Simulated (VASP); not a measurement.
# Be2Si in VASP: a series of runs, part 2 of 2

VASP 6.6.1.

### 3 Single point, PBE

Input file INCAR:

```
PREC     = Accurate       # precision mode
ENCUT    = 520            # plane-wave cutoff, eV
EDIFF    = 1E-6           # SCF threshold, eV
ISMEAR   = -1             # smearing method
SIGMA    = 0.05           # smearing width, eV
LREAL    = F              # projectors in reciprocal space
LASPH    = T              # aspherical terms in the spheres
NELM     = 80             # most SCF steps
ALGO     = Fast           # electronic algorithm
ISIF     = 2              # what is computed and relaxed
LWAVE    = F              # write WAVECAR
LCHARG   = T              # write CHGCAR
GGA      = PE             # functional
LELF     = T              # ELF
LVHAR    = T            
NBANDS   = 11             # bands
```

Input file KPOINTS:

```
Automatic mesh
0
Gamma
  9 9 9
```

Input file POSCAR:

```
Be2Si
1.0
    0.0000000000      2.6400000000      2.6400000000
    2.6400000000      0.0000000000      2.6400000000
    2.6400000000      2.6400000000      0.0000000000
Si Be
1 2
Direct
    0.0000000000      0.0000000000      0.0000000000
    0.2500000000      0.2500000000      0.2500000000
    0.7500000000      0.7500000000      0.7500000000
```

Potentials or basis: VASP PAW PBE potentials, release 64 (Si, Be).

Run with:

```bash
> cat potpaw_PBE.64/Si/POTCAR potpaw_PBE.64/Be/POTCAR > POTCAR
> mpirun -np 1 vasp_std > vasp.out
```

OUTCAR:

```text
PREC = Accurate
   ENCUT = 520
   EDIFF = 1E-6
   ISMEAR = -1
   LREAL = F
   LASPH = T
   NELM = 80
   ISIF = 2
   GGA = PE

 ion  position               nearest neighbor table
   1  0.000  0.000  0.000-   3 2.29   3 2.29   3 2.29   2 2.29   2 2.29   2 2.29   3 2.29   2 2.29

   2  0.250  0.250  0.250-   1 2.29   1 2.29   1 2.29   1 2.29
   3  0.750  0.750  0.750-   1 2.29   1 2.29   1 2.29   1 2.29

  LATTYP: Found a face centered cubic cell.
 ALAT       =     5.2800000000

  Lattice vectors:

 A1 = (   0.0000000000,   2.6400000000,   2.6400000000)
 A2 = (   2.6400000000,   0.0000000000,   2.6400000000)
 A3 = (   2.6400000000,   2.6400000000,   0.0000000000)

Analysis of symmetry for initial positions (statically):
=====================================================================
 Subroutine PRICEL returns:
 Original cell was already a primitive cell.

 Routine SETGRP: Setting up the symmetry group for a
 face centered cubic supercell.

 Subroutine GETGRP returns: Found 48 space group operations
 (whereof 48 operations were pure point group operations)
 out of a pool of 48 trial point group operations.

The static configuration has the point symmetry O_h .

Analysis of symmetry for dynamics (positions and initial velocities):
=====================================================================
 Subroutine PRICEL returns:
 Original cell was already a primitive cell.

 Routine SETGRP: Setting up the symmetry group for a
 face centered cubic supercell.

 Subroutine GETGRP returns: Found 48 space group operations
 (whereof 48 operations were pure point group operations)
 out of a pool of 48 trial point group operations.

The dynamic configuration has the point symmetry O_h .

 Subroutine INISYM returns: Found 48 space group operations
 (whereof 48 operations are pure point group operations),
 and found     1 'primitive' translations

----------------------------------------------------------------------------------------

                                     Primitive cell

  volume of cell :      36.7995

  direct lattice vectors                    reciprocal lattice vectors
     0.000000000  2.640000000  2.640000000    -0.189393939  0.189393939  0.189393939
     2.640000000  0.000000000  2.640000000     0.189393939 -0.189393939  0.189393939
     2.640000000  2.640000000  0.000000000     0.189393939  0.189393939 -0.189393939

  length of vectors
     3.733523805  3.733523805  3.733523805     0.328039926  0.328039926  0.328039926

  position of ions in fractional coordinates (direct lattice)
     0.000000000  0.000000000  0.000000000
     0.250000000  0.250000000  0.250000000
     0.750000000  0.750000000  0.750000000

  ion indices of the primitive-cell ions
   primitive index   ion index
                 1           1
                 2           2
                 3           3

----------------------------------------------------------------------------------------

 KPOINTS: Automatic mesh

Automatic generation of k-mesh.
 Grid dimensions read from file:
 generate k-points for:    9    9    9

 Generating k-lattice:

  Cartesian coordinates                     Fractional coordinates (reciprocal lattice)
    -0.021043771  0.021043771  0.021043771     0.111111111  0.000000000  0.000000000
     0.021043771 -0.021043771  0.021043771     0.000000000  0.111111111  0.000000000
     0.021043771  0.021043771 -0.021043771     0.000000000  0.000000000  0.111111111

  Length of vectors
     0.036448881  0.036448881  0.036448881

  Shift w.r.t. Gamma in fractional coordinates (k-lattice)
     0.000000000  0.000000000  0.000000000

 Subroutine IBZKPT returns following result:
 ===========================================

 Found     35 irreducible k-points:

 Following reciprocal coordinates:
            Coordinates               Weight
  0.000000  0.000000  0.000000      1.000000
  0.111111  0.000000  0.000000      8.000000
  0.222222  0.000000  0.000000      8.000000
  0.333333  0.000000  0.000000      8.000000
  0.444444  0.000000  0.000000      8.000000
  0.111111  0.111111  0.000000      6.000000
[... 16 lines left out ...]
 -0.333333  0.333333  0.000000     12.000000
  0.444444  0.444444  0.000000      6.000000
 [... further k-points ...]
   k-points           NKPTS =     35   k-points in BZ     NKDIM =     35   number of bands    NBANDS=     11
   number of dos      NEDOS =    301   number of ions     NIONS =      3
   total plane-waves  NPLWV =  21952
   dimension x,y,z NGX =    28 NGY =   28 NGZ =   28
   dimension x,y,z NGXF=    56 NGYF=   56 NGZF=   56
   ions per type =               1   2
   NGX,Y,Z   is equivalent  to a cutoff of  12.47, 12.47, 12.47 a.u.
   NGXF,Y,Z  is equivalent  to a cutoff of  24.94, 24.94, 24.94 a.u.
 SYSTEM =  unknown system
   PREC   = accura    normal or accurate (medium, high low for compatibility)
   ISTART =      0    job   : 0-new  1-cont  2-samecut
   ICHARG =      2    charge: 1-file 2-atom 10-const
   ISPIN  =      1    spin polarized calculation?
   LNONCOLLINEAR =      F non collinear calculations
   LSORBIT =      F    spin-orbit coupling
   LASPH  =      T    aspherical Exc in radial PAW
   ENCUT  =  520.0 eV  38.22 Ry    6.18 a.u.   6.94  6.94  6.94*2*pi/ulx,y,z
   NELM   =     80;   NELMIN=  2; NELMDL= -5     # of ELM steps
   EDIFF  = 0.1E-05   stopping-criterion for ELM
   LREAL  =      F    real-space projection
   EDIFFG = 0.1E-04   stopping-criterion for IOM
   NSW    =      0    number of steps for IOM
   IBRION =     -1    ionic relax: 0-MD 1-quasi-New 2-CG
   NFREE  =      0    steps in history (QN), initial steepest desc. (CG)
   ISIF   =      2    stress and relaxation
   ISYM   =      2    0-nonsym 1-usesym 2-fastsym
   POTIM  = 0.5000    time-step for ionic-motion
   TEBEG  =    0.0;   TEEND  =   0.0 temperature during run
   PSTRESS=    0.0 pullay stress
   NELECT =       8.0000    total number of electrons
   NUPDOWN=      -1.0000    fix difference up-down
   EMIN   =  10.00;   EMAX   =-10.00  energy-range for DOS
   EFERMI =   0.00;   METHOD = LEGACY
   ISMEAR =    -1;   SIGMA  =   0.05  broadening in eV -4-tet -1-fermi 0-gaus
   EFERMI_NEDOS =   21; number of points for ismear=-14 and -15
   IALGO  =     68    algorithm
   IMIX   =      4    mixing-type and parameters
     AMIX     =   0.40;   BMIX     =  1.00
     AMIX_MAG =   1.60;   BMIX_MAG =  1.00
  volume/ion in A,a.u.               =      12.27        82.78
  Fermi-wavevector in a.u.,A,eV,Ry     =   0.984368  1.860186 13.183783  0.968981
  Thomas-Fermi vector in A             =   2.115596
   LORBIT       =      0    0 simple, 1 ext, 2 COOP (PROOUT), +10 PAW based schemes
   GGA     = PE    functional components
   LHFCALC =     F    Hartree Fock is set to
   AEXX    =    0.0000 exact exchange contribution
   IVDW    =     0    specifies the selected vdW correction
   LEPSILON=     F    determine dielectric tensor
   LRPA    =     F    only Hartree local field effects (RPA)
 non-spin polarized calculation
 RMM-DIIS sequential band-by-band and
  energy-cutoff  :      520.00
  volume of cell :       36.80
 maximum number of plane-waves:      1002
   NGX = 13   NGY = 13   NGZ = 13

 number of electron       8.0000000 magnetization

 Free energy of the ion-electron system (eV)
  ---------------------------------------------------
  ext. energy  EPLUGINS =         0.00000000
  ---------------------------------------------------
  free energy    TOTEN  =       -12.24596054 eV

  energy without entropy =      -12.24322314  energy(sigma->0) =      -12.24459184

 E-fermi :   6.6716     XC(G=0):  -9.9641

 val. band max:        6.5999094429   @ k =   0.3333   0.3333   0.0000
 cond. band min:       6.7166468017   @ k =  -0.4444   0.4444   0.0000
 fundamental gap:      0.1167373588
 Fermi energy:         6.6715561428

 k-point     1 :       0.0000    0.0000    0.0000
  band No.  band energies     occupation
      1      -5.3603      2.00000
      2       7.0913      0.00045
      3       7.0913      0.00045
      4       7.0913      0.00045
      5       7.5000      0.00000
      6       7.5000      0.00000
      7       7.5000      0.00000
      8      12.7684      0.00000
      9      14.0685      0.00000
     10      14.1373      0.00000
     11      14.1373      0.00000
[... 309 lines left out ...]
 k-point    24 :       0.4444    0.4444    0.0000
  band No.  band energies     occupation
      1      -2.3048      2.00000
      2       0.6270      2.00000
      3       2.8566      2.00000
      4       2.8566      2.00000
      5       6.4808      1.95690
      6       7.1244      0.00023
      7      14.1683      0.00000
      8      14.1683      0.00000
      9      17.4616      0.00000
     10      18.6314      0.00000
     11      18.6760      0.00000

 [... further k-points ...]
[... 5 lines left out ...]
  --------------------------------------------------------------------------------------
  -------------------------------------------------------------------------------------
  Total        0.0516118      0.0516118      0.0516118     -0.0000000      0.0000000      0.0000000
  in kB        2.2470747      2.2470747      2.2470747     -0.0000000      0.0000000      0.0000000
  external PRESSURE =       2.2470747 kB  Pullay stress =       0.0000000 kB

 VOLUME and BASIS-vectors are now :
 -----------------------------------------------------------------------------
  energy-cutoff  :      520.00
  volume of cell :       36.80
      direct lattice vectors                 reciprocal lattice vectors
     0.000000000  2.640000000  2.640000000    -0.189393939  0.189393939  0.189393939
     2.640000000  0.000000000  2.640000000     0.189393939 -0.189393939  0.189393939
     2.640000000  2.640000000  0.000000000     0.189393939  0.189393939 -0.189393939

 POSITION                                       TOTAL-FORCE (eV/Angst)
 -----------------------------------------------------------------------------------
      0.00000      0.00000      0.00000        -0.000000      0.000000      0.000000
      1.32000      1.32000      1.32000        -0.000000      0.000000     -0.000000
      3.96000      3.96000      3.96000         0.000000     -0.000000     -0.000000
 -----------------------------------------------------------------------------------
    total drift:                               -0.000000      0.000000     -0.000000

  FREE ENERGIE OF THE ION-ELECTRON SYSTEM (eV)
  ---------------------------------------------------
  free  energy   TOTEN  =       -12.2459605394 eV

  energy  without entropy=      -12.2432231428  energy(sigma->0) =      -12.24459184
```

Run time: 19 s. Hardware: 1 thread of Intel Xeon 8259CL, shared host; peak memory 0.15 GiB.

Results:

```yaml
Free_energy: -12.2460 eV
Pressure: 0.2 GPa
Band_gap_on_the_k_mesh: zero (band 4 reaches 7.09 eV, above the bottom of band 5 at 6.48 eV)
```

Levels at points of the mesh, in eV from the Fermi level:
| k point | band 1 | band 2 | band 3 | band 4 | band 5 | band 6 | band 7 | band 8 |
| --- | --- | --- | --- | --- | --- | --- | --- | --- |
| (0.00, 0.00, 0.00) | -12.03 | 0.42 | 0.42 | 0.42 | 0.83 | 0.83 | 0.83 | 6.10 |

### 4 Relaxation of the atoms, PBE

This run uses another cell than the first one, of 12.51 Å³/atom, 1.020 times its volume.

Input file INCAR:

```
SYSTEM = Be2Si
ALGO = Normal ; EDIFF = 1E-6
EDIFFG = -0.01 ; ENCUT = 520
GGA = PE ; IBRION = 2
ISIF = 2 ; ISMEAR = -1
LASPH = .True. ; LCHARG = .False.
LREAL = .False. ; LWAVE = .False.
NELM = 100 ; NSW = 60
PREC = Accurate ; SIGMA = 0.05
```

Input file KPOINTS:

```
k-points
0
Gamma
  7 7 7
  0 0 0
```

Input file POSCAR:

```
Be2Si
1.0
    0.0000000000      2.6400000000      2.6928000000
    2.6400000000      0.0000000000      2.6928000000
    2.6400000000      2.6400000000      0.0000000000
Si Be
1 2
Direct
    0.0000000000      0.0000000000      0.0000000000
    0.2500000000      0.2500000000      0.2500000000
    0.7500000000      0.7500000000      0.7500000000
```

Run with:

```bash
> cat potpaw_PBE.64/Si/POTCAR potpaw_PBE.64/Be/POTCAR > POTCAR
> mpirun -np 1 vasp_std > vasp.out
```

Run time: 8.5 s. Hardware: 1 thread of AMD EPYC 7R13 (Zen 3), shared host; peak memory 0.12 GiB.

The run converged. Its results:

| Quantity | Value |
| --- | --- |
| Free energy | -12.2319 eV |
| Pressure after relaxing | -1.7 GPa |
| Band gap on the k mesh | zero (band 4 reaches 7.02 eV, above the bottom of band 5 at 6.22 eV) |

Stress tensor (GPa, compression positive):
```
-1.41  0.00  0.00
 0.00 -1.41  0.00
 0.00  0.00 -2.23
```

Final structure:
```
Si Be
1.0
     0.00000    2.64000    2.69280
     2.64000    0.00000    2.69280
     2.64000    2.64000    0.00000
Si Be
1 2
Direct
  0.00000 0.00000 0.00000
  0.25000 0.25000 0.25000
  0.75000 0.75000 0.75000
```

Levels at points of the mesh, in eV from the Fermi level:
```csv
k point,band 2,band 3,band 4,band 5,band 6,band 7
"(0.00, 0.00, 0.00)",0.45,0.45,0.57,0.72,0.90,0.90
```

Caveat: the relaxation stopped at its first step, so nothing moved.

### 5 Relaxation of the atoms, PBE

This run uses another cell than the first one, of 12.76 Å³/atom, 1.040 times its volume.

Input file INCAR:

```
SYSTEM = Be2Si
  PREC = Accurate
  ENCUT = 520
  EDIFF = 1E-7
  ISMEAR = -1
  SIGMA = 0.05
  LREAL = .False.
  LASPH = .True.
  NELM = 60
  ALGO = Normal
  ISIF = 2
  LWAVE = .False.
  LCHARG = .False.
  GGA = PE
  IBRION = 2
  NSW = 60
  EDIFFG = -0.01
```

Input file KPOINTS:

```
regular mesh
0
Gamma
  7 7 7
  0 0 0
```

Input file POSCAR:

```
Be2Si
1.0
    0.0000000000      2.6400000000      2.7456000000
    2.6400000000      0.0000000000      2.7456000000
    2.6400000000      2.6400000000      0.0000000000
Si Be
1 2
Direct
    0.0000000000      0.0000000000      0.0000000000
    0.2500000000      0.2500000000      0.2500000000
    0.7500000000      0.7500000000      0.7500000000
```

Potentials or basis: VASP PAW PBE potentials, release 64 (Si, Be).

Run with:

```bash
> cat potpaw_PBE.64/Si/POTCAR potpaw_PBE.64/Be/POTCAR > POTCAR
> mpirun -np 1 vasp_std > vasp.out
```

OUTCAR:

```text
SYSTEM = Be2Si
   PREC = Accurate
   ENCUT = 520
   EDIFF = 1E-7
   ISMEAR = -1
   LREAL = .False.
   LASPH = .True.
   NELM = 60
   ISIF = 2
   GGA = PE
   IBRION = 2
   NSW = 60
   EDIFFG = -0.01

 ion  position               nearest neighbor table
   1  0.000  0.000  0.000-   3 2.32   2 2.32   3 2.32   2 2.32   3 2.32   3 2.32   2 2.32   2 2.32

   2  0.250  0.250  0.250-   1 2.32   1 2.32   1 2.32   1 2.32
   3  0.750  0.750  0.750-   1 2.32   1 2.32   1 2.32   1 2.32

  LATTYP: Found a body centered tetragonal cell.
 ALAT       =     3.7335238047
 C/A-ratio  =     1.4707821049

  Lattice vectors:

 A1 = (  -2.6400000000,   0.0000000000,   2.7456000000)
 A2 = (   2.6400000000,   0.0000000000,   2.7456000000)
 A3 = (   0.0000000000,   2.6400000000,  -2.7456000000)

Analysis of symmetry for initial positions (statically):
=====================================================================
 Subroutine PRICEL returns:
 Original cell was already a primitive cell.

 Routine SETGRP: Setting up the symmetry group for a
 body centered tetragonal supercell.

[... 167 lines left out ...]

 E-fermi :   6.2170     XC(G=0):  -9.8272

 val. band max:        6.1915390280   @ k =   0.2857   0.0000   0.2857
 cond. band min:       6.2763368262   @ k =  -0.4286   0.0000   0.4286
 fundamental gap:      0.0847977982
 Fermi energy:         6.2169856225

 k-point     1 :       0.0000    0.0000    0.0000
  band No.  band energies     occupation
      1      -5.4643      2.00000
      2       6.7116      0.00010
      3       6.7116      0.00010
      4       6.8434      0.00001
      5       6.9569      0.00000
      6       7.2030      0.00000
      7       7.2030      0.00000
      8      11.9909      0.00000
[... 243 lines left out ...]
 k-point    24 :      -0.4286    0.2857    0.1429
  band No.  band energies     occupation
      1      -2.8658      2.00000
      2       0.2333      2.00000
      3       2.2340      2.00000
      4       3.1358      2.00000
      5       8.6162      0.00000
      6       9.0005      0.00000
      7      11.5193      0.00000
      8      12.0662      0.00000

 [... further k-points ...]
[... 5 lines left out ...]
  --------------------------------------------------------------------------------------
  -------------------------------------------------------------------------------------
  Total       -0.6406569     -0.6406569     -1.2123193      0.0000000      0.0000000      0.0000000
  in kB      -26.8201374    -26.8201374    -50.7519229      0.0000000      0.0000000      0.0000000
  external PRESSURE =     -34.7973992 kB  Pullay stress =       0.0000000 kB

 VOLUME and BASIS-vectors are now :
 -----------------------------------------------------------------------------
  energy-cutoff  :      520.00
  volume of cell :       38.27
      direct lattice vectors                 reciprocal lattice vectors
     0.000000000  2.640000000  2.745600000    -0.189393939  0.189393939  0.182109557
     2.640000000  0.000000000  2.745600000     0.189393939 -0.189393939  0.182109557
     2.640000000  2.640000000  0.000000000     0.189393939  0.189393939 -0.182109557

 POSITION                                       TOTAL-FORCE (eV/Angst)
 -----------------------------------------------------------------------------------
      0.00000      0.00000      0.00000         0.000000     -0.000000     -0.000000
      1.32000      1.32000      1.37280        -0.000000     -0.000000      0.000000
      3.96000      3.96000      4.11840         0.000000      0.000000     -0.000000
 -----------------------------------------------------------------------------------
    total drift:                                0.000000     -0.000000     -0.000000

  FREE ENERGIE OF THE ION-ELECTRON SYSTEM (eV)
  ---------------------------------------------------
  free  energy   TOTEN  =       -12.2153529070 eV

  energy  without entropy=      -12.2117865462  energy(sigma->0) =      -12.21356973

 reached required accuracy - stopping structural energy minimisation
```

OSZICAR:

```text
N       E                     dE             d eps       ncg     rms          rms(c)
DAV:   1     0.329052983090E+01    0.32905E+01   -0.33674E+03   640   0.787E+02
DAV:   2    -0.120463862215E+02   -0.15337E+02   -0.15148E+02  1000   0.896E+01
DAV:   3    -0.123045644904E+02   -0.25818E+00   -0.24276E+00   848   0.115E+01
DAV:   4    -0.123056126664E+02   -0.10482E-02   -0.10482E-02  1008   0.814E-01
DAV:   5    -0.123056133189E+02   -0.65247E-06   -0.65286E-06   880   0.173E-02    0.372E+00
DAV:   6    -0.122384413776E+02    0.67172E-01   -0.42854E-02   744   0.115E+00    0.228E+00
DAV:   7    -0.122150053141E+02    0.23436E-01   -0.43787E-02   680   0.134E+00    0.176E-01
DAV:   8    -0.122152091289E+02   -0.20381E-03   -0.26417E-03   808   0.330E-01    0.105E-01
DAV:   9    -0.122153349090E+02   -0.12578E-03   -0.14406E-04   808   0.964E-02    0.417E-02
DAV:  10    -0.122153533535E+02   -0.18445E-04   -0.23525E-05   888   0.385E-02    0.599E-03
DAV:  11    -0.122153525029E+02    0.85061E-06   -0.60011E-07   984   0.719E-03    0.551E-03
DAV:  12    -0.122153529036E+02   -0.40070E-06   -0.60628E-07   816   0.598E-03    0.116E-03
DAV:  13    -0.122153529070E+02   -0.33799E-08   -0.34569E-09   552   0.560E-04
   1 F= -.12215353E+02 E0= -.12213570E+02  d E =-.122154E+02
```

It took 10 s on 1 thread of AMD EPYC 7R13 (Zen 3), shared host; peak memory 0.12 GiB.

What came out:

```yaml
Free_energy: -12.2154 eV
Pressure_after_relaxing: -3.5 GPa
Band_gap_on_the_k_mesh: zero (band 4 reaches 6.84 eV, above the bottom of band 5 at 5.96 eV)
```

Final structure:
```yaml
crystal:
  lattice:
    - [0.00000, 2.64000, 2.74560]
    - [2.64000, 0.00000, 2.74560]
    - [2.64000, 2.64000, 0.00000]
  atoms:
    - { symbol: Si, position: [0.00000, 0.00000, 0.00000] }
    - { symbol: Be, position: [0.25000, 0.25000, 0.25000] }
    - { symbol: Be, position: [0.75000, 0.75000, 0.75000] }
```

Levels at points of the mesh, in eV from the Fermi level:
| k point | band 1 | band 2 | band 3 | band 4 | band 5 | band 6 | band 7 | band 8 |
| --- | --- | --- | --- | --- | --- | --- | --- | --- |
| (0.00, 0.00, 0.00) | -11.68 | 0.49 | 0.49 | 0.63 | 0.74 | 0.99 | 0.99 | 5.77 |

Caveat: the relaxation stopped at its first step, so nothing moved.

### 6 The runs side by side

```csv
task,cell,k mesh,gap on the mesh (eV),pressure (GPa)
single point,"a = 3.734 Å, angles 60.0°, 3 atoms",9 × 9 × 9,none,0.2
relaxation of the atoms,"atoms relaxed from a = 3.771, b = 3.771, c = 3.734 Å, angles 60.3, 60.3, 59.3°, 3 atoms",7 × 7 × 7,none,-1.7
relaxation of the atoms,"atoms relaxed from a = 3.809, b = 3.809, c = 3.734 Å, angles 60.7, 60.7, 58.7°, 3 atoms",7 × 7 × 7,none,-3.5
```

Alike in all rows: level PBE; potentials or basis VASP PAW PBE potentials, release 64 (Si, Be); no spin polarisation; cutoff (eV) 520; smearing fermi-dirac 0.05 eV.

Caveats: the relaxation stopped at its first step, so nothing moved (some runs).

Absolute energies hang on the potentials; compare differences alone.
